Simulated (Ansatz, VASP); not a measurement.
## One calculation of NaCl, two programs

```
Na Cl
1.0
     0.00000    2.83175    2.83175
     2.83175    0.00000    2.83175
     2.83175    2.83175    0.00000
Na Cl
1 1
Direct
  0.00000 0.00000 0.00000
  0.49064 0.50936 0.50000
```

Change from the starting cell: all Cl atoms moved +0.037 Å, as atom 2 along Cartesian [1 -1 0].

Alike in both runs: task single point; functional PBE; k mesh 8 × 8 × 8; occupations gaussian, width 0.05 eV; no spin polarisation.

|  | VASP | Ansatz |
| --- | --- | --- |
| version | VASP 6.6.1 | Ansatz 0.2.0 |
| potentials or method | VASP PAW PBE potentials, release 64 (Na_pv, Cl), cutoff 520 eV | scalar-relativistic, plane waves, PAW |
| valence electrons in the cell | 14 | 16 |

|  | VASP | Ansatz | Ansatz less VASP |
| --- | --- | --- | --- |
| gap on the k mesh at the Fermi level (eV) | 5.06 | 5.06 | 0.000 |
| least direct gap on the mesh (eV) | 5.06 | 5.06 | 0.000 |
| pressure (GPa) | 0.4 | 0.4 | +0.02 |
| rms of the force components (eV/Å) | 0.028 | 0.028 | -0.0003 |

Atom by atom the forces differ by 0.000 eV/Å (rms over components). VASP's potentials hold 14 valence electrons a cell and Ansatz's 16, so a difference there can come from the potentials and not from the codes.
